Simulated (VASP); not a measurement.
# AlCu3 (Pm-3m) in VASP: notebook

Runs on AlCu3. Level: PBEsol. Tasks: single point, relaxation of cell and atoms.

All numbers are computed with VASP 6.6.1; they aren't measurements. Logs are shortened: lines on timing, memory, paths and dates and some standing lists are left out, and cuts for length are marked.

## (1) The cell of the first run

It takes space group Pm-3m (No. 221, cubic). Conventional cell: a = 3.703 Å, b = 3.703 Å, c = 3.703 Å, α = 90.00°, β = 90.00°, γ = 90.00°. Within 3.5 Å of Al (site symmetry m-3m) lie 12 Cu at 2.62 Å. Cu (site symmetry 4/mmm) has 4 Al at 2.62 Å and 8 Cu at 2.62 Å within 3.5 Å.

## (2) Single point, PBEsol (12.70 Å³/atom)

Contents of INCAR:

```
PREC     = Accurate       # precision mode
ENCUT    = 520            # plane-wave cutoff, eV
EDIFF    = 1E-7           # SCF threshold, eV
ISMEAR   = 0              # smearing method
SIGMA    = 0.1            # smearing width, eV
LREAL    = F              # projectors in reciprocal space
LASPH    = T              # aspherical terms in the spheres
NELM     = 60             # most SCF steps
ALGO     = Fast           # electronic algorithm
ISIF     = 2              # what is computed and relaxed
LWAVE    = F              # write WAVECAR
LCHARG   = F              # write CHGCAR
GGA      = PS             # functional
NBANDS   = 26             # bands
```

Contents of KPOINTS:

```
Automatic mesh
0
Gamma
  12 12 12
```

Contents of POSCAR:

```
AlCu3
1.0
    3.7031016321      0.0000000000      0.0000000000
    0.0000000000      3.7031016321      0.0000000000
    0.0000000000      0.0000000000      3.7031016321
Al Cu
1 3
Direct
    0.0000000000      0.0000000000      0.0000000000
    0.5000000000      0.5000000000      0.0000000000
    0.5000000000      0.0000000000      0.5000000000
    0.0000000000      0.5000000000      0.5000000000
```

Potentials or basis: VASP PAW PBE potentials, release 64 (Al, Cu).

On the command line:

```sh
$ cat potpaw_PBE.64/Al/POTCAR potpaw_PBE.64/Cu/POTCAR > POTCAR
$ mpirun -np 1 vasp_std > vasp.out
```

OUTCAR:

```text
PREC = Accurate
   ENCUT = 520
   EDIFF = 1E-7
   ISMEAR = 0
   LREAL = F
   LASPH = T
   NELM = 60
   ISIF = 2
   GGA = PS

 ion  position               nearest neighbor table
   1  0.000  0.000  0.000-   2 2.62   3 2.62   4 2.62   3 2.62   4 2.62   2 2.62   4 2.62   4 2.62
                             2 2.62   3 2.62   3 2.62   2 2.62
   2  0.500  0.500  0.000-   1 2.62   3 2.62   4 2.62   3 2.62   4 2.62   1 2.62   3 2.62   3 2.62
                             1 2.62   4 2.62   4 2.62   1 2.62
   3  0.500  0.000  0.500-   1 2.62   2 2.62   4 2.62   1 2.62   2 2.62   2 2.62   4 2.62   2 2.62
                             1 2.62   4 2.62   1 2.62   4 2.62
   4  0.000  0.500  0.500-   1 2.62   2 2.62   3 2.62   1 2.62   2 2.62   1 2.62   3 2.62   1 2.62
                             2 2.62   3 2.62   2 2.62   3 2.62

  LATTYP: Found a simple cubic cell.
 ALAT       =     3.7031016321

  Lattice vectors:

 A1 = (   3.7031016321,   0.0000000000,   0.0000000000)
 A2 = (   0.0000000000,   3.7031016321,   0.0000000000)
 A3 = (   0.0000000000,   0.0000000000,   3.7031016321)

Analysis of symmetry for initial positions (statically):
=====================================================================
 Subroutine PRICEL returns:
 Original cell was already a primitive cell.

 Routine SETGRP: Setting up the symmetry group for a
 simple cubic supercell.

 Subroutine GETGRP returns: Found 48 space group operations
 (whereof 48 operations were pure point group operations)
 out of a pool of 48 trial point group operations.

The static configuration has the point symmetry O_h .

Analysis of symmetry for dynamics (positions and initial velocities):
=====================================================================
 Subroutine PRICEL returns:
 Original cell was already a primitive cell.

 Routine SETGRP: Setting up the symmetry group for a
 simple cubic supercell.

 Subroutine GETGRP returns: Found 48 space group operations
 (whereof 48 operations were pure point group operations)
 out of a pool of 48 trial point group operations.

The dynamic configuration has the point symmetry O_h .

 Subroutine INISYM returns: Found 48 space group operations
 (whereof 48 operations are pure point group operations),
 and found     1 'primitive' translations

----------------------------------------------------------------------------------------

                                     Primitive cell

  volume of cell :      50.7805

  direct lattice vectors                    reciprocal lattice vectors
[... 95 lines left out ...]
   IBRION =     -1    ionic relax: 0-MD 1-quasi-New 2-CG
   NFREE  =      0    steps in history (QN), initial steepest desc. (CG)
   ISIF   =      2    stress and relaxation
   ISYM   =      2    0-nonsym 1-usesym 2-fastsym
   POTIM  = 0.5000    time-step for ionic-motion
   TEBEG  =    0.0;   TEEND  =   0.0 temperature during run
   PSTRESS=    0.0 pullay stress
   NELECT =      36.0000    total number of electrons
   NUPDOWN=      -1.0000    fix difference up-down
   EMIN   =  10.00;   EMAX   =-10.00  energy-range for DOS
   EFERMI =   0.00;   METHOD = LEGACY
   ISMEAR =     0;   SIGMA  =   0.10  broadening in eV -4-tet -1-fermi 0-gaus
   EFERMI_NEDOS =   21; number of points for ismear=-14 and -15
   IALGO  =     68    algorithm
   IMIX   =      4    mixing-type and parameters
     AMIX     =   0.40;   BMIX     =  1.00
     AMIX_MAG =   1.60;   BMIX_MAG =  1.00
  volume/ion in A,a.u.               =      12.70        85.67
  Fermi-wavevector in a.u.,A,eV,Ry     =   1.459744  2.758516 28.992009  2.130853
  Thomas-Fermi vector in A             =   2.576275
   LORBIT       =      0    0 simple, 1 ext, 2 COOP (PROOUT), +10 PAW based schemes
   GGA     = PS    functional components
   LHFCALC =     F    Hartree Fock is set to
   AEXX    =    0.0000 exact exchange contribution
   IVDW    =     0    specifies the selected vdW correction
   LEPSILON=     F    determine dielectric tensor
   LRPA    =     F    only Hartree local field effects (RPA)
 non-spin polarized calculation
 RMM-DIIS sequential band-by-band and
 Gauss-broadening in eV      SIGMA  =   0.10
  energy-cutoff  :      520.00
  volume of cell :       50.78
 maximum number of plane-waves:      1406
 NGX is ok and might be reduce to    28
   NGX = 13   NGY = 13   NGZ = 13

 number of electron      36.0000103 magnetization

 Free energy of the ion-electron system (eV)
  ---------------------------------------------------
  ext. energy  EPLUGINS =         0.00000000
  ---------------------------------------------------
  free energy    TOTEN  =       -17.71777755 eV

  energy without entropy =      -17.71327064  energy(sigma->0) =      -17.71552409

 E-fermi :   7.8973     XC(G=0): -12.1941

 val. band max:        7.8888209551   @ k =   0.5000   0.2500   0.2500
 cond. band min:       7.9737149083   @ k =   0.1667   0.0833   0.0833
 fundamental gap:      0.0848939532
 Fermi energy:         7.8973134175

 k-point     1 :       0.0000    0.0000    0.0000
  band No.  band energies     occupation
      1      -2.3713      2.00000
      2       2.8228      2.00000
      3       3.3558      2.00000
      4       3.3558      2.00000
      5       3.6065      2.00000
      6       3.6065      2.00000
[... 685 lines left out ...]
     25      17.3336      0.00000
     26      18.3277      0.00000

 [... further k-points ...]

------------------------ aborting loop because EDIFF is reached ----------------------------------------

  FORCE on cell =-STRESS in cart. coord.  units (eV):
  Direction    XX          YY          ZZ          XY          YZ          ZX
  --------------------------------------------------------------------------------------
  -------------------------------------------------------------------------------------
  Total       -2.2959740     -2.2959740     -2.2959740     -0.0000000     -0.0000000      0.0000000
  in kB      -72.4403677    -72.4403677    -72.4403677     -0.0000000     -0.0000000      0.0000000
  external PRESSURE =     -72.4403677 kB  Pullay stress =       0.0000000 kB

 VOLUME and BASIS-vectors are now :
 -----------------------------------------------------------------------------
  energy-cutoff  :      520.00
  volume of cell :       50.78
      direct lattice vectors                 reciprocal lattice vectors
     3.703101632  0.000000000  0.000000000     0.270043898  0.000000000  0.000000000
     0.000000000  3.703101632  0.000000000     0.000000000  0.270043898  0.000000000
     0.000000000  0.000000000  3.703101632     0.000000000  0.000000000  0.270043898

 POSITION                                       TOTAL-FORCE (eV/Angst)
 -----------------------------------------------------------------------------------
      0.00000      0.00000      0.00000         0.000000      0.000000      0.000000
      1.85155      1.85155      0.00000         0.000000      0.000000      0.000000
      1.85155      0.00000      1.85155         0.000000      0.000000      0.000000
      0.00000      1.85155      1.85155         0.000000      0.000000      0.000000
 -----------------------------------------------------------------------------------
    total drift:                                0.000000      0.000000      0.000000

  FREE ENERGIE OF THE ION-ELECTRON SYSTEM (eV)
  ---------------------------------------------------
  free  energy   TOTEN  =       -17.7177775465 eV

  energy  without entropy=      -17.7132706385  energy(sigma->0) =      -17.71552409
```

OSZICAR:

```text
N       E                     dE             d eps       ncg     rms          rms(c)
DAV:   1     0.251259783140E+03    0.25126E+03   -0.15649E+04  4464   0.213E+03
DAV:   2    -0.351497832965E+01   -0.25477E+03   -0.24364E+03  4390   0.351E+02
DAV:   3    -0.219058415965E+02   -0.18391E+02   -0.17562E+02  4842   0.134E+02
DAV:   4    -0.223311372476E+02   -0.42530E+00   -0.42389E+00  6452   0.233E+01
DAV:   5    -0.223380863867E+02   -0.69491E-02   -0.69484E-02  6754   0.233E+00    0.180E+01
RMM:   6    -0.213878794855E+02    0.95021E+00   -0.49864E+01  4940   0.107E+02    0.133E+01
RMM:   7    -0.177167168733E+02    0.36712E+01   -0.12631E+01  4741   0.563E+01    0.123E+00
RMM:   8    -0.177153353261E+02    0.13815E-02   -0.25579E-01  5115   0.813E+00    0.582E-01
RMM:   9    -0.177166824285E+02   -0.13471E-02   -0.78558E-02  5252   0.160E+00    0.223E-01
RMM:  10    -0.177173995676E+02   -0.71714E-03   -0.17089E-02  5251   0.201E+00    0.184E-01
RMM:  11    -0.177177015583E+02   -0.30199E-03   -0.78174E-03  5525   0.782E-01    0.112E-01
RMM:  12    -0.177176521720E+02    0.49386E-04   -0.20952E-03  5237   0.615E-01    0.313E-02
RMM:  13    -0.177177860231E+02   -0.13385E-03   -0.13842E-03  6221   0.257E-01    0.399E-02
RMM:  14    -0.177177730017E+02    0.13021E-04   -0.13933E-04  5545   0.124E-01    0.882E-03
RMM:  15    -0.177177771839E+02   -0.41822E-05   -0.58152E-05  6034   0.524E-02    0.307E-03
RMM:  16    -0.177177777880E+02   -0.60413E-06   -0.85078E-06  6229   0.222E-02    0.727E-04
RMM:  17    -0.177177776252E+02    0.16278E-06   -0.88051E-07  4733   0.861E-03    0.157E-03
RMM:  18    -0.177177775465E+02    0.78762E-07   -0.22520E-07  3277   0.624E-03
   1 F= -.17717778E+02 E0= -.17715524E+02  d E =-.450691E-02
```

stdout:

```text
POSCAR found type information on POSCAR AlCu
 POSCAR found :  2 types and       4 ions
 scaLAPACK will be used
 -----------------------------------------------------------------------------
|                                                                             |
|                                                                             |
|     You enforced a specific xc type in the INCAR file but a different       |
|     I HOPE YOU KNOW WHAT YOU ARE DOING!                                     |
|                                                                             |
 -----------------------------------------------------------------------------

 LDA part: xc-table for (Slater+PW92), standard interpolation
 POSCAR, INCAR and KPOINTS ok, starting setup
 FFT: planning ... GRIDC
 FFT: planning ... GRID_SOFT
 FFT: planning ... GRID
 WAVECAR not read
 entering main loop
```

Run time: 70 s. Hardware: 1 thread of Intel Xeon Platinum 8488C (Sapphire Rapids), shared host; peak memory 0.21 GiB.

Results:

```
Free energy            : -17.7178 eV
Pressure               : -7.2 GPa
Band gap on the k mesh : zero (bands 18 and 19 overlap by 5.29 eV)
```

Levels at points of the mesh, in eV from the Fermi level:
```
           k point  band 15  band 16  band 17  band 18  band 19  band 20  band 21  band 22
(0.00, 0.00, 0.00)    -1.99    -1.99    -0.21    -0.21    -0.21     4.20     4.20     4.71
(0.50, 0.00, 0.00)    -2.74    -2.38    -1.98     3.63     3.63     3.84     3.84     4.70
(0.50, 0.50, 0.00)    -2.73    -2.63    -2.26    -1.19    -1.19     6.06     6.29     6.29
(0.50, 0.50, 0.50)    -2.76    -2.14    -2.14    -2.14    -1.26     1.08     1.63     1.63
```

Caveat: the cell stands under tension; the PAW data sets were made with another functional, which shifts forces and pressure a little.

## (3) Single point, PBEsol

This run uses another cell than the first one, of 11.98 Å³/atom.

Contents of INCAR:

```
SYSTEM = AlCu3
  ALGO = Normal
  EDIFF = 1E-7
  ENCUT = 520
  GGA = PS
  ISIF = 2
  ISMEAR = -1
  LASPH = .TRUE.
  LCHARG = .FALSE.
  LREAL = .FALSE.
  LWAVE = .FALSE.
  NBANDS = 26
  NELM = 60
  PREC = Accurate
  SIGMA = 0.15
```

Contents of KPOINTS:

```
k-points
0
G
  12 12 12
  0 0 0
```

Contents of POSCAR:

```
AlCu3
1.0
    3.6324202687      0.0000000000      0.0000000000
    0.0000000000      3.6324202687      0.0000000000
    0.0000000000      0.0000000000      3.6324202687
Al Cu
1 3
Direct
    0.0000000000      0.0000000000      0.0000000000
    0.5000000000      0.5000000000      0.0000000000
    0.5000000000      0.0000000000      0.5000000000
    0.0000000000      0.5000000000      0.5000000000
```

Potentials or basis: VASP PAW PBE potentials, release 64 (Al, Cu).

On the command line:

```sh
$ cat potpaw_PBE.64/Al/POTCAR potpaw_PBE.64/Cu/POTCAR > POTCAR
$ mpirun -np 1 vasp_std > vasp.out
```

OUTCAR:

```text
SYSTEM = AlCu3
   EDIFF = 1E-7
   ENCUT = 520
   GGA = PS
   ISIF = 2
   ISMEAR = -1
   LASPH = .TRUE.
   LREAL = .FALSE.
   NELM = 60
   PREC = Accurate

 ion  position               nearest neighbor table
   1  0.000  0.000  0.000-   2 2.57   3 2.57   4 2.57   3 2.57   4 2.57   2 2.57   4 2.57   4 2.57
                             2 2.57   3 2.57   3 2.57   2 2.57
   2  0.500  0.500  0.000-   1 2.57   3 2.57   4 2.57   3 2.57   4 2.57   1 2.57   3 2.57   3 2.57
                             1 2.57   4 2.57   4 2.57   1 2.57
   3  0.500  0.000  0.500-   1 2.57   2 2.57   4 2.57   1 2.57   2 2.57   2 2.57   4 2.57   2 2.57
                             1 2.57   4 2.57   1 2.57   4 2.57
   4  0.000  0.500  0.500-   1 2.57   2 2.57   3 2.57   1 2.57   2 2.57   1 2.57   3 2.57   1 2.57
                             2 2.57   3 2.57   2 2.57   3 2.57

  LATTYP: Found a simple cubic cell.
 ALAT       =     3.6324202687

  Lattice vectors:

 A1 = (   3.6324202687,   0.0000000000,   0.0000000000)
 A2 = (   0.0000000000,   3.6324202687,   0.0000000000)
 A3 = (   0.0000000000,   0.0000000000,   3.6324202687)

Analysis of symmetry for initial positions (statically):
=====================================================================
 Subroutine PRICEL returns:
 Original cell was already a primitive cell.

 Routine SETGRP: Setting up the symmetry group for a
 simple cubic supercell.

 Subroutine GETGRP returns: Found 48 space group operations
 (whereof 48 operations were pure point group operations)
 out of a pool of 48 trial point group operations.

The static configuration has the point symmetry O_h .

Analysis of symmetry for dynamics (positions and initial velocities):
=====================================================================
 Subroutine PRICEL returns:
 Original cell was already a primitive cell.

 Routine SETGRP: Setting up the symmetry group for a
[... 127 lines left out ...]
   IALGO  =     38    algorithm
   IMIX   =      4    mixing-type and parameters
     AMIX     =   0.40;   BMIX     =  1.00
     AMIX_MAG =   1.60;   BMIX_MAG =  1.00
  volume/ion in A,a.u.               =      11.98        80.86
  Fermi-wavevector in a.u.,A,eV,Ry     =   1.488148  2.812193 30.131267  2.214586
  Thomas-Fermi vector in A             =   2.601220
   LORBIT       =      0    0 simple, 1 ext, 2 COOP (PROOUT), +10 PAW based schemes
   GGA     = PS    functional components
   LHFCALC =     F    Hartree Fock is set to
   AEXX    =    0.0000 exact exchange contribution
   IVDW    =     0    specifies the selected vdW correction
   LEPSILON=     F    determine dielectric tensor
   LRPA    =     F    only Hartree local field effects (RPA)
 non-spin polarized calculation
  energy-cutoff  :      520.00
  volume of cell :       47.93
 maximum number of plane-waves:      1328
 NGX is ok and might be reduce to    28
   NGX = 13   NGY = 13   NGZ = 13

 number of electron      35.9999977 magnetization

 Free energy of the ion-electron system (eV)
  ---------------------------------------------------
  ext. energy  EPLUGINS =         0.00000000
  ---------------------------------------------------
  free energy    TOTEN  =       -17.81831040 eV

  energy without entropy =      -17.73263824  energy(sigma->0) =      -17.77547432

 E-fermi :   8.6381     XC(G=0): -12.4996

 val. band max:        8.5885460606   @ k =   0.5000   0.2500   0.2500
 cond. band min:       8.6730702613   @ k =   0.1667   0.0833   0.0833
 fundamental gap:      0.0845242007
 Fermi energy:         8.6381355578

 k-point     1 :       0.0000    0.0000    0.0000
  band No.  band energies     occupation
      1      -2.0980      2.00000
      2       3.1864      2.00000
      3       3.7576      2.00000
      4       3.7576      2.00000
      5       4.0288      2.00000
      6       4.0288      2.00000
[... 685 lines left out ...]
     25      18.4933      0.00000
     26      19.4049      0.00000

 [... further k-points ...]

------------------------ aborting loop because EDIFF is reached ----------------------------------------

  FORCE on cell =-STRESS in cart. coord.  units (eV):
  Direction    XX          YY          ZZ          XY          YZ          ZX
  --------------------------------------------------------------------------------------
  -------------------------------------------------------------------------------------
  Total        0.1670198      0.1670198      0.1670198     -0.0000000      0.0000000     -0.0000000
  in kB        5.5832897      5.5832897      5.5832897     -0.0000000      0.0000000     -0.0000000
  external PRESSURE =       5.5832897 kB  Pullay stress =       0.0000000 kB

 VOLUME and BASIS-vectors are now :
 -----------------------------------------------------------------------------
  energy-cutoff  :      520.00
  volume of cell :       47.93
      direct lattice vectors                 reciprocal lattice vectors
     3.632420269  0.000000000  0.000000000     0.275298541  0.000000000  0.000000000
     0.000000000  3.632420269  0.000000000     0.000000000  0.275298541  0.000000000
     0.000000000  0.000000000  3.632420269     0.000000000  0.000000000  0.275298541

 POSITION                                       TOTAL-FORCE (eV/Angst)
 -----------------------------------------------------------------------------------
      0.00000      0.00000      0.00000         0.000000      0.000000      0.000000
      1.81621      1.81621      0.00000         0.000000      0.000000      0.000000
      1.81621      0.00000      1.81621         0.000000      0.000000      0.000000
      0.00000      1.81621      1.81621         0.000000      0.000000      0.000000
 -----------------------------------------------------------------------------------
    total drift:                                0.000000      0.000000      0.000000

  FREE ENERGIE OF THE ION-ELECTRON SYSTEM (eV)
  ---------------------------------------------------
  free  energy   TOTEN  =       -17.8183104005 eV

  energy  without entropy=      -17.7326382447  energy(sigma->0) =      -17.77547432
```

It took 54 s on 1 thread of Intel Xeon Platinum 8488C (Sapphire Rapids), shared host; peak memory 0.21 GiB.

What came out:

| Item | Value |
| --- | --- |
| Free energy | -17.8183 eV |
| Pressure | 0.6 GPa |
| Band gap on the k mesh | zero (bands 18 and 19 overlap by 5.55 eV) |

Levels at points of the mesh, in eV from the Fermi level:
| k point | band 14 | band 15 | band 16 | band 17 | band 18 | band 19 | band 20 | band 21 | band 22 | band 23 |
| --- | --- | --- | --- | --- | --- | --- | --- | --- | --- | --- |
| (0.00, 0.00, 0.00) | -2.09 | -2.09 | -2.09 | -0.31 | -0.31 | -0.31 | 4.38 | 4.38 | 5.11 | 10.53 |
| (0.50, 0.00, 0.00) | -2.99 | -2.91 | -2.51 | -2.09 | 3.79 | 3.79 | 3.89 | 3.89 | 4.76 | 5.93 |
| (0.50, 0.50, 0.00) | -2.92 | -2.91 | -2.79 | -2.38 | -1.23 | -1.23 | 6.37 | 6.43 | 6.43 | 7.00 |
| (0.50, 0.50, 0.50) | -2.99 | -2.99 | -2.26 | -2.26 | -2.26 | -1.48 | 1.33 | 1.75 | 1.75 | 1.75 |

Caveat: the PAW data sets were made with another functional, which shifts forces and pressure a little.

[end of part 1 of 2]
